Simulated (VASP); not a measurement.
# Al (Fmmm) in VASP: single point with PBE

Aim: the single point of Al with PBE.

Program: VASP 6.6.1. These are calculated values, not measurements. Logs are shortened: lines on timing, memory, paths and dates and some standing lists are left out, and cuts for length are marked.

## (1) The cell of the first run

The structure is orthorhombic, space group Fmmm (No. 69). Conventional cell: a = 3.235 Å, b = 4.575 Å, c = 18.299 Å, α = 90.00°, β = 90.00°, γ = 90.00°. Within 3.0 Å of Al (site symmetry mm2) lie 7 Al at 2.29 to 2.80 Å. Al (site symmetry mm2) has 14 Al at 2.80 to 3.23 Å within 3.7 Å.

## (2) Single point, PBE (the part above a cut slid along it)

The input, INCAR:

```
  ALGO = Fast
  EDIFF = 1E-6
  ENCUT = 520
  GGA = PE
  ISIF = 2
  ISMEAR = 0
  ISYM = 0
  LASPH = T
  LCHARG = T
  LELF = T
  LREAL = F
  LVHAR = T
  LWAVE = F
  NBANDS = 14
  NELM = 80
  PREC = Accurate
  SIGMA = 0.15
```

The input, KPOINTS:

```
k-points
0
Gamma
  16 16 5
```

The input, POSCAR:

```
Al
1.0
   -1.6174623135      1.6174623135     -1.6174623135
   -1.6174623135     -1.6174623135      1.6174623135
   -1.6174623135      6.4698492542      6.4698492542
Al
4
Direct
   -0.4375000000     -0.4375000000      0.8750000000
    0.4375000000      0.4375000000      0.1250000000
   -0.1875000000     -0.1875000000      0.3750000000
    0.1875000000      0.1875000000      0.6250000000
```

Potentials or basis: VASP PAW PBE potentials, release 64 (Al).

Started as:

```bash
$ cat potpaw_PBE.64/Al/POTCAR > POTCAR
$ mpirun -np 1 vasp_std > vasp.out
```

OUTCAR:

```text
EDIFF = 1E-6
   ENCUT = 520
   GGA = PE
   ISIF = 2
   ISMEAR = 0
   ISYM = 0
   LASPH = T
   LREAL = F
   NELM = 80
   PREC = Accurate

 ion  position               nearest neighbor table
   1  0.562  0.562  0.875-   2 2.29   4 2.80   4 2.80   4 3.23   4 3.23
   2  0.438  0.438  0.125-   1 2.29   3 2.80   3 2.80   3 3.23   3 3.23
   3  0.812  0.812  0.375-   2 2.80   2 2.80   4 2.80   4 2.80   2 3.23   4 3.23   4 3.23   2 3.23

   4  0.188  0.188  0.625-   3 2.80   1 2.80   3 2.80   1 2.80   3 3.23   1 3.23   1 3.23   3 3.23

IMPORTANT INFORMATION: All symmetrisations will be switched off!
NOSYMM: (Re-)initialisation of all symmetry stuff for point group C_1.

----------------------------------------------------------------------------------------

                                     Primitive cell

  volume of cell :      67.7053

  direct lattice vectors                    reciprocal lattice vectors
    -1.617462313  1.617462313 -1.617462313    -0.309126213  0.115922330 -0.193203883
    -1.617462313 -1.617462313  1.617462313    -0.309126213 -0.193203883  0.115922330
    -1.617462313  6.469849254  6.469849254     0.000000000  0.077281553  0.077281553

  length of vectors
     2.801526906  2.801526906  9.291613589     0.382524173  0.382524173  0.109292621

  position of ions in fractional coordinates (direct lattice)
     0.562500000  0.562500000  0.875000000
     0.437500000  0.437500000  0.125000000
     0.812500000  0.812500000  0.375000000
     0.187500000  0.187500000  0.625000000

  ion indices of the primitive-cell ions
   primitive index   ion index
                 1           1
                 2           2
                 3           3
                 4           4

----------------------------------------------------------------------------------------

 KPOINTS: k-points

Automatic generation of k-mesh.
 Grid dimensions read from file:
 generate k-points for:   16   16    5

 Generating k-lattice:

  Cartesian coordinates                     Fractional coordinates (reciprocal lattice)
    -0.019320388  0.007245146 -0.012075243     0.062500000  0.000000000 -0.000000000
    -0.019320388 -0.012075243  0.007245146     0.000000000  0.062500000 -0.000000000
     0.000000000  0.015456311  0.015456311     0.000000000  0.000000000  0.200000000

  Length of vectors
     0.023907761  0.023907761  0.021858524

  Shift w.r.t. Gamma in fractional coordinates (k-lattice)
     0.000000000  0.000000000  0.000000000

 -----------------------------------------------------------------------------
|                                                                             |
|           W    W    AA    RRRRR   N    N  II  N    N   GGGG   !!!           |
|           W    W   A  A   R    R  NN   N  II  NN   N  G    G  !!!           |
|           W    W  A    A  R    R  N N  N  II  N N  N  G       !!!           |
|           W WW W  AAAAAA  RRRRR   N  N N  II  N  N N  G  GGG   !            |
|           WW  WW  A    A  R   R   N   NN  II  N   NN  G    G                |
|           W    W  A    A  R    R  N    N  II  N    N   GGGG   !!!           |
|                                                                             |
|     Your reciprocal lattice and k-lattice belong to different lattice       |
|     classes:                                                                |
|                                                                             |
|        The reciprocal lattice is body-centered orthorhombic,                |
|        whereas your k-lattice is base-centered monoclinic.                  |
|                                                                             |
|     Results are often still useful ...                                      |
|                                                                             |
 -----------------------------------------------------------------------------

 WARNING: IBZKPT: internal override: KBLOWUP is changed to .FALSE.
      ... skipping the blow-up phase ...

 Subroutine IBZKPT returns following result:
 ===========================================

 Found    642 irreducible k-points:

 Following reciprocal coordinates:
            Coordinates               Weight
  0.000000  0.000000  0.000000      1.000000
  0.062500 -0.000000  0.000000      2.000000
  0.125000 -0.000000  0.000000      2.000000
  0.187500 -0.000000  0.000000      2.000000
  0.250000 -0.000000  0.000000      2.000000
  0.312500  0.000000 -0.000000      2.000000
[... 16 lines left out ...]
 -0.187500  0.062500 -0.000000      2.000000
 -0.125000  0.062500  0.000000      2.000000
 [... further k-points ...]
   k-points           NKPTS =    642   k-points in BZ     NKDIM =    642   number of bands    NBANDS=     14
   number of dos      NEDOS =    301   number of ions     NIONS =      4
   total plane-waves  NPLWV =  40320
   dimension x,y,z NGX =    24 NGY =   24 NGZ =   70
   dimension x,y,z NGXF=    48 NGYF=   48 NGZF=  140
   ions per type =               4
   NGX,Y,Z   is equivalent  to a cutoff of  14.24, 14.24, 12.52 a.u.
   NGXF,Y,Z  is equivalent  to a cutoff of  28.48, 28.48, 25.05 a.u.
 SYSTEM =  unknown system
   PREC   = accura    normal or accurate (medium, high low for compatibility)
   ISTART =      0    job   : 0-new  1-cont  2-samecut
   ICHARG =      2    charge: 1-file 2-atom 10-const
   ISPIN  =      1    spin polarized calculation?
   LNONCOLLINEAR =      F non collinear calculations
   LSORBIT =      F    spin-orbit coupling
   LASPH  =      T    aspherical Exc in radial PAW
   ENCUT  =  520.0 eV  38.22 Ry    6.18 a.u.   5.21  5.21 17.28*2*pi/ulx,y,z
   NELM   =     80;   NELMIN=  2; NELMDL= -5     # of ELM steps
   EDIFF  = 0.1E-05   stopping-criterion for ELM
   LREAL  =      F    real-space projection
   EDIFFG = 0.1E-04   stopping-criterion for IOM
   NSW    =      0    number of steps for IOM
   IBRION =     -1    ionic relax: 0-MD 1-quasi-New 2-CG
   NFREE  =      0    steps in history (QN), initial steepest desc. (CG)
   ISIF   =      2    stress and relaxation
   ISYM   =      0    0-nonsym 1-usesym 2-fastsym
   POTIM  = 0.5000    time-step for ionic-motion
   TEBEG  =    0.0;   TEEND  =   0.0 temperature during run
   PSTRESS=    0.0 pullay stress
   NELECT =      12.0000    total number of electrons
   NUPDOWN=      -1.0000    fix difference up-down
   EMIN   =  10.00;   EMAX   =-10.00  energy-range for DOS
   EFERMI =   0.00;   METHOD = LEGACY
   ISMEAR =     0;   SIGMA  =   0.15  broadening in eV -4-tet -1-fermi 0-gaus
   EFERMI_NEDOS =   21; number of points for ismear=-14 and -15
   IALGO  =     68    algorithm
   IMIX   =      4    mixing-type and parameters
     AMIX     =   0.40;   BMIX     =  1.00
     AMIX_MAG =   1.60;   BMIX_MAG =  1.00
  volume/ion in A,a.u.               =      16.93       114.22
  Fermi-wavevector in a.u.,A,eV,Ry     =   0.919590  1.737774 11.505718  0.845646
  Thomas-Fermi vector in A             =   2.044801
   LORBIT       =      0    0 simple, 1 ext, 2 COOP (PROOUT), +10 PAW based schemes
   GGA     = PE    functional components
   LHFCALC =     F    Hartree Fock is set to
   AEXX    =    0.0000 exact exchange contribution
   IVDW    =     0    specifies the selected vdW correction
   LEPSILON=     F    determine dielectric tensor
   LRPA    =     F    only Hartree local field effects (RPA)
 non-spin polarized calculation
 RMM-DIIS sequential band-by-band and
 Gauss-broadening in eV      SIGMA  =   0.15
  energy-cutoff  :      520.00
  volume of cell :       67.71
 maximum number of plane-waves:      1841
 NGX is ok and might be reduce to    24
   NGX = 11   NGY = 11   NGZ = 35

 number of electron      12.0000000 magnetization

 Free energy of the ion-electron system (eV)
  ---------------------------------------------------
  ext. energy  EPLUGINS =         0.00000000
  ---------------------------------------------------
  free energy    TOTEN  =       -14.02043146 eV

  energy without entropy =      -14.00059407  energy(sigma->0) =      -14.01051277

 E-fermi :   7.6660     XC(G=0): -10.0895

 val. band max:        7.6612608988   @ k =   0.0625  -0.1875   0.4000
 cond. band min:       7.6678875165   @ k =   0.4375   0.0625   0.2000
 fundamental gap:      0.0066266177
 Fermi energy:         7.6659738105

 k-point     1 :       0.0000    0.0000    0.0000
  band No.  band energies     occupation
      1      -3.2418      2.00000
      2      -1.4998      2.00000
      3      -1.4675      2.00000
      4       3.4171      2.00000
      5       3.9098      2.00000
      6      11.5754      0.00000
      7      11.9938      0.00000
      8      15.9999      0.00000
      9      16.1161      0.00000
     10      16.3064      0.00000
     11      16.3965      0.00000
     12      17.6339      0.00000
     13      17.8578      0.00000
     14      18.8959      0.00000

 k-point     2 :       0.0625   -0.0000    0.0000
  band No.  band energies     occupation
      1      -3.1573      2.00000
      2      -1.5104      2.00000
      3      -1.2903      2.00000
      4       3.4174      2.00000
      5       4.0695      2.00000
      6      11.4766      0.00000
      7      12.2043      0.00000
      8      14.5976      0.00000
      9      14.7486      0.00000
     10      16.1448      0.00000
     11      16.2632      0.00000
     12      17.5162      0.00000
     13      17.7879      0.00000
     14      18.3814      0.00000

 k-point     3 :       0.1250   -0.0000    0.0000
  band No.  band energies     occupation
      1      -2.9043      2.00000
      2      -1.3687      2.00000
      3      -0.9327      2.00000
      4       3.4908      2.00000
      5       4.4749      2.00000
      6      11.3197      0.00000
      7      12.4419      0.00000
      8      12.5827      0.00000
      9      13.0842      0.00000
     10      15.4649      0.00000
     11      15.7285      0.00000
     12      15.9227      0.00000
     13      16.0464      0.00000
     14      18.3746      0.00000

 k-point     4 :       0.1875   -0.0000    0.0000
  band No.  band energies     occupation
      1      -2.4836      2.00000
      2      -1.0611      2.00000
      3      -0.4102      2.00000
      4       3.6975      2.00000
      5       5.0606      2.00000
      6      10.3351      0.00000
      7      10.6897      0.00000
      8      11.7581      0.00000
      9      13.1045      0.00000
     10      13.6527      0.00000
     11      14.2754      0.00000
     12      15.3477      0.00000
     13      15.6509      0.00000
     14      17.8147      0.00000

 k-point     5 :       0.2500   -0.0000    0.0000
  band No.  band energies     occupation
      1      -1.8969      2.00000
      2      -0.5886      2.00000
      3       0.2749      2.00000
      4       4.0518      2.00000
      5       5.7947      2.00000
      6       8.5138      0.00000
      7       8.9059      0.00000
      8      11.3356      0.00000
      9      11.8091      0.00000
     10      12.6620      0.00000
     11      14.0905      0.00000
[... 276 lines left out ...]
 k-point    22 :      -0.2500    0.0625    0.0000
  band No.  band energies     occupation
      1      -2.0451      2.00000
      2      -0.6270      2.00000
      3       0.0216      2.00000
      4       4.1085      2.00000
      5       5.4722      2.00000
      6       9.2065      0.00000
      7       9.5104      0.00000
      8      11.9330      0.00000
      9      12.1723      0.00000
     10      13.1191      0.00000
     11      13.7503      0.00000
     12      16.0056      0.00000
     13      17.0594      0.00000
     14      17.3158      0.00000

 k-point    23 :      -0.1875    0.0625   -0.0000
  band No.  band energies     occupation
      1      -2.5742      2.00000
      2      -1.0422      2.00000
      3      -0.6074      2.00000
      4       3.7994      2.00000
      5       4.7911      2.00000
      6      10.9609      0.00000
      7      11.3220      0.00000
      8      12.0376      0.00000
      9      12.9904      0.00000
     10      14.2457      0.00000
     11      14.7881      0.00000
     12      16.8841      0.00000
     13      17.3561      0.00000
     14      17.5072      0.00000

 k-point    24 :      -0.1250    0.0625    0.0000
  band No.  band energies     occupation
      1      -2.9368      2.00000
      2      -1.2924      2.00000
      3      -1.0728      2.00000
      4       3.6218      2.00000
      5       4.2838      2.00000
      6      11.5873      0.00000
      7      12.3487      0.00000
      8      13.2233      0.00000
      9      13.4532      0.00000
     10      16.2011      0.00000
     11      16.4800      0.00000
     12      16.9181      0.00000
     13      17.0725      0.00000
     14      18.0677      0.00000

 [... further k-points ...]

------------------------ aborting loop because EDIFF is reached ----------------------------------------

  FORCE on cell =-STRESS in cart. coord.  units (eV):
  Direction    XX          YY          ZZ          XY          YZ          ZX
  --------------------------------------------------------------------------------------
  -------------------------------------------------------------------------------------
  Total       -0.0931998      2.9338287      2.9338291      0.0249774      2.5646796      0.0249773
  in kB       -2.2054789     69.4261118     69.4261216      0.5910656     60.6905677      0.5910630
  external PRESSURE =      45.5489182 kB  Pullay stress =       0.0000000 kB

 VOLUME and BASIS-vectors are now :
 -----------------------------------------------------------------------------
  energy-cutoff  :      520.00
  volume of cell :       67.71
      direct lattice vectors                 reciprocal lattice vectors
    -1.617462313  1.617462313 -1.617462313    -0.309126213  0.115922330 -0.193203883
    -1.617462313 -1.617462313  1.617462313    -0.309126213 -0.193203883  0.115922330
    -1.617462313  6.469849254  6.469849254     0.000000000  0.077281553  0.077281553

 POSITION                                       TOTAL-FORCE (eV/Angst)
 -----------------------------------------------------------------------------------
     -3.23492      5.66112      5.66112        -0.003243     -1.891305     -1.891305
     -1.61746      0.80873      0.80873         0.003243      1.891305      1.891305
     -3.23492      2.42619      2.42619        -0.000134     -0.067961     -0.067961
     -1.61746      4.04366      4.04366         0.000134      0.067961      0.067962
 -----------------------------------------------------------------------------------
    total drift:                               -0.000000     -0.000000      0.000000

  FREE ENERGIE OF THE ION-ELECTRON SYSTEM (eV)
  ---------------------------------------------------
  free  energy   TOTEN  =       -14.0204314612 eV

  energy  without entropy=      -14.0005940726  energy(sigma->0) =      -14.01051277
```

Run time: 6.2 min. Hardware: 1 thread of Intel Xeon 8259CL, shared host; peak memory 0.54 GiB.

Results:

```
Free energy            : -14.0204 eV
Pressure               : 4.6 GPa
Largest force          : 2.675 eV/Å
Band gap on the k mesh : zero (bands 6 and 7 overlap by 6.56 eV)
```

Forces on the atoms (eV/Å):
```
Al  -0.003 -1.891 -1.891
Al   0.003  1.891  1.891
Al   0.000 -0.068 -0.068
Al   0.000  0.068  0.068
```

Levels at points of the mesh, in eV from the Fermi level:
```tsv
k point	band 4	band 5	band 6	band 7	band 8	band 9
(0.00, 0.00, 0.00)	-4.25	-3.76	3.91	4.33	8.33	8.45
(0.50, 0.00, 0.00)	-4.68	-3.36	-2.73	-0.80	-0.26	2.54
(0.00, 0.50, 0.00)	-4.68	-3.36	-2.73	-0.80	-0.26	2.54
(0.50, 0.50, 0.00)	-2.51	-2.19	-2.09	1.43	1.89	2.23
```

Caveat: the cell differs from its parent crystal (the part above a cut slid along it); the stress differs along the axes, from -0 to 7 GPa; forces of over 1 eV/Å act on the atoms, so gaps and moduli don't describe the material at rest.
